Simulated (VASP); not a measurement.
Wanted: the native input for a VASP 6.6.1 run.

| Quantity | Value |
| --- | --- |
| Task | relaxation of the atoms |
| Functional | PBE |
| Potentials or basis | VASP PAW PBE potentials, release 64 (Si) |
| Cutoff | 450 eV |
| k mesh | 4 × 4 × 4 |
| Occupations | fermi-dirac, width 0.02 eV |
| Spin | no spin polarisation |
| Dipole correction | no |
| Further INCAR settings | ALGO = Normal; EDIFF = 1e-07; IBRION = 2; EDIFFG = -0.01; NSW = 50 |

The structure of Si lies in POSCAR:

```
Si
1.0
    0.0000000000      2.7150000000      2.7150000000
    2.7150000000      0.0000000000      2.7150000000
    2.7150000000      2.7150000000      0.0000000000
Si
2
Direct
    0.0000000000      0.0000000000      0.0000000000
    0.2700000000      0.2400000000      0.2650000000
```

One way to write it, as run:

INCAR

```
  ALGO = Normal
  EDIFF = 1E-7
  EDIFFG = -0.01
  ENCUT = 450
  GGA = PE
  GGA_COMPAT = F
  IBRION = 2
  ISIF = 2
  ISMEAR = -1
  LASPH = T
  LCHARG = F
  LREAL = F
  LWAVE = F
  NELM = 120
  NELMIN = 4
  NSW = 50
  PREC = Accurate
  SIGMA = 0.02
```

KPOINTS

```
k-points
0
Gamma
  4 4 4
```

Potentials or basis: VASP PAW PBE potentials, release 64 (Si).

The run is started by

```sh
$ cat potpaw_PBE.64/Si/POTCAR > POTCAR
$ mpirun -np 1 vasp_std > vasp.out
```

Results of the run:

| Property | Result |
| --- | --- |
| Energy gained by relaxing | 33.6 meV/atom |
| Ionic steps | 6 |
| Pressure after relaxing | 2.6 GPa |
| Largest force after relaxing | 0.006 eV/Å |
| Band gap on the k mesh | 0.69 eV, indirect (least direct gap 2.54 eV) |

Caveat: the k points lie up to 0.50 Å⁻¹ apart.

Run time: 24 s on 1 thread of Intel Xeon 6975P-C, on a shared host, peak memory 0.15 GiB.
